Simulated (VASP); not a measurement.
## C: single point with r2SCAN

The system is C.

```xyz
2
Lattice="0.0000 1.7775 1.7775 1.7775 0.0000 1.7775 1.7775 1.7775 0.0000" Properties=species:S:1:pos:R:3 pbc="T T T"
C     1.7775    1.7775    1.7775
C     2.6663    2.6663    2.6663
```

```yaml
Program: VASP 6.6.1
Task: single point
Functional: r2SCAN
Potentials_or_basis: VASP PAW PBE potentials, release 64 (C_h)
Cutoff: 1430 eV
k_mesh: 12 × 12 × 12
Occupations: gaussian, width 0.01 eV
Spin: no spin polarisation
```

| Item | Value |
| --- | --- |
| Pressure | 1.4 GPa |
| Band gap on the k mesh | 4.40 eV (least direct gap 5.91 eV) |

Levels at points of the mesh, in eV from the valence-band top:
| k point | band 1 | band 2 | band 3 | band 4 | band 5 | band 6 | band 7 | band 8 | band 9 |
| --- | --- | --- | --- | --- | --- | --- | --- | --- | --- |
| (0.00, 0.00, 0.00) | -22.81 | 0.00 | 0.00 | 0.00 | 5.91 | 5.91 | 5.91 | 14.09 | 20.54 |
| (0.50, 0.00, 0.00) | -16.80 | -14.13 | -2.99 | -2.99 | 8.96 | 8.96 | 9.29 | 16.83 | 23.36 |
| (0.50, 0.50, 0.00) | -13.64 | -13.64 | -6.70 | -6.70 | 5.05 | 5.05 | 18.07 | 18.07 | 24.82 |

It took 78 s on 1 thread of AMD EPYC 9R45 96-Core Processor (Zen 5), on a shared host, peak memory 0.16 GiB.

Caveat: the PAW data sets were made with another functional, which shifts forces and pressure a little. A k mesh can miss the band edges.
